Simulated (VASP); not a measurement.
# CdTe: single point with r2SCANh+D4

Crystal: CdTe.

```
CELL_PARAMETERS angstrom
0.00000 3.20500 3.20500
3.20500 0.00000 3.20500
3.20500 3.20500 0.00000
ATOMIC_POSITIONS crystal
Te 0.25000 0.25000 0.25000
Cd 0.00000 0.00000 0.00000
```

```
Program                            : VASP 6.6.1
Task                               : single point
Functional                         : r2SCANh
Dispersion                         : D4
Potentials or basis                : VASP PAW PBE potentials, release 64 (Te, Cd)
Cutoff                             : 520 eV
k mesh                             : 4 × 4 × 4
Occupations                        : gaussian, width 0.02 eV
Spin                               : collinear spin, zero start
Starting moments                   : [0.0, 0.0] μB
Dipole correction                  : no
Grid for exact exchange (PRECFOCK) : Normal
Further INCAR settings             : ALGO = Normal; EDIFF = 1e-06; NBANDS = 20
```

| Quantity | Value |
| --- | --- |
| Pressure | 2.6 GPa |
| Band gap on the k mesh | 1.89 eV, direct |
| Net moment | 0.00 μB per cell |
| Valence electrons inside the program's atomic spheres | Te 3.55; Cd 10.34 |
| Dispersion energy per atom | -0.151 eV |

Levels at points of the mesh, in eV from the valence-band top:
Spin up:
| k point | band 7 | band 8 | band 9 | band 10 | band 11 | band 12 |
| --- | --- | --- | --- | --- | --- | --- |
| (0.00, 0.00, 0.00) | 0.00 | 0.00 | 0.00 | 1.89 | 5.57 | 5.57 |
| (0.50, 0.00, 0.00) | -4.86 | -0.87 | -0.87 | 2.80 | 6.13 | 6.13 |
| (0.50, 0.50, 0.00) | -4.68 | -2.10 | -2.10 | 3.29 | 3.52 | 10.33 |
Spin down:
```csv
k point,band 6,band 7,band 8,band 9,band 10,band 11,band 12,band 13
"(0.00, 0.00, 0.00)",-8.90,0.00,0.00,0.00,1.89,5.57,5.57,5.57
"(0.50, 0.00, 0.00)",-8.46,-4.86,-0.87,-0.87,2.80,6.13,6.13,8.01
"(0.50, 0.50, 0.00)",-8.28,-4.68,-2.10,-2.10,3.29,3.52,10.33,10.69
```

Wall time 50 min on 1 thread of AMD EPYC 7R43 64-Core Processor (Zen 3), on a shared host, peak memory 0.26 GiB.

Caveat: the k points lie up to 0.42 Å⁻¹ apart; the PAW data sets were made with another functional, which shifts forces and pressure a little; spin-orbit coupling is left out, which moves the levels of the heavy elements.
